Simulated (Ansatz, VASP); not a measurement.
# Two plane-wave programs on HPt4

The input INCAR:

```
PREC     = Accurate       # precision mode
ENCUT    = 520            # plane-wave cutoff, eV
EDIFF    = 1E-6           # SCF threshold, eV
ISMEAR   = 0              # smearing method
SIGMA    = 0.1            # smearing width, eV
LREAL    = F              # projectors in reciprocal space
LASPH    = T              # aspherical terms in the spheres
NELM     = 150            # most SCF steps
ALGO     = Normal         # electronic algorithm
ISIF     = 2              # what is computed and relaxed
LWAVE    = F              # write WAVECAR
LCHARG   = T              # write CHGCAR
ISPIN    = 2              # spin polarisation
MAGMOM   = 0 0 0 0 1      # initial moments
LORBIT   = 11             # projections on sites
LMAXMIX  = 4              # l up to which the mixer works
LDIPOL   = T            
IDIPOL   = 3            
DIPOL    = 0.5 0.5 0.321
GGA      = PE             # functional
LELF     = T              # ELF
LVHAR    = T            
LVACPOTAV= T            
NBANDS   = 32             # bands
```

The input KPOINTS:

```
Automatic mesh
0
Gamma
  9 7 1
```

File POSCAR:

```
HPt4
1.0
    2.8071640675      0.0000000000      0.0000000000
    0.0000000000      3.9699294961      0.0000000000
    0.0000000000      0.0000000000     21.1553936849
Pt H
4 1
Direct
    0.5000000000      0.5000000000      0.1890770770
    0.0000000000      0.0000000000      0.2554233740
    0.5000000000      0.5000000000      0.3268881911
    0.0000000000      0.0000000000      0.3854994999
    0.5000000000      0.5000000000      0.4488403206
```

Input for Ansatz:

```yaml
crystal:
  lattice:
    - [2.8071640675, 0.0, 0.0]
    - [0.0, 3.9699294961, 0.0]
    - [0.0, 0.0, 21.1553936849]
  atoms:
    - { symbol: Pt, position: [0.5, 0.5, 0.189077077] }
    - { symbol: Pt, position: [0.0, 0.0, 0.255423374] }
    - { symbol: Pt, position: [0.5, 0.5, 0.3268881911] }
    - { symbol: Pt, position: [0.0, 0.0, 0.3854994999] }
    - { symbol: H, position: [0.5, 0.5, 0.4488403206], spin: 1.0 }
basis:
  ecutwfc: 420
kpoints:
  mp_grid: { grid: [9, 7, 1] }
hamiltonian:
  xc: pbe
  pseudopotentials: { kind: paw, azcp: { folder: soft_1 } }
scf:
  occupations: { method: gaussian, width: 0.1 }
output:
  forces: true
  eigenvalues: true
  populations: true
magnetization:
  spin_polarized: true
efield:
  axis: 3
  dipole_correction: true
  ramp_width: 0.04
```

Alike in both runs: task single point; functional PBE; k mesh 9 × 7 × 1; occupations gaussian, width 0.1 eV; collinear spin.

```csv
,VASP,Ansatz
version,VASP 6.6.1,Ansatz 0.2.0
potentials or method,"VASP PAW PBE potentials, release 64 (Pt, H), cutoff 520 eV","scalar-relativistic, plane waves, PAW"
valence electrons in the cell,41,73
```

```csv
,VASP,Ansatz,Ansatz less VASP
gap on the k mesh at the Fermi level (eV),none,none,-
rms of the force components (eV/Å),0.602,0.606,+0.0036
net moment per atom (μB),0.00,0.00,0.000
"work function, face that differs most (eV)",5.55,5.56,+0.004
```

Atom by atom the forces differ by 0.010 eV/Å (rms over components). A gap of «none» marks a metal or a gap that the smearing closes. With one functional, cell and mesh, what is left measures potentials, basis and numerics. VASP's potentials hold 41 valence electrons a cell and Ansatz's 73, so a difference there can come from the potentials and not from the codes. Ansatz's warnings: seeded moment not kept.

Spin-orbit coupling is off throughout.
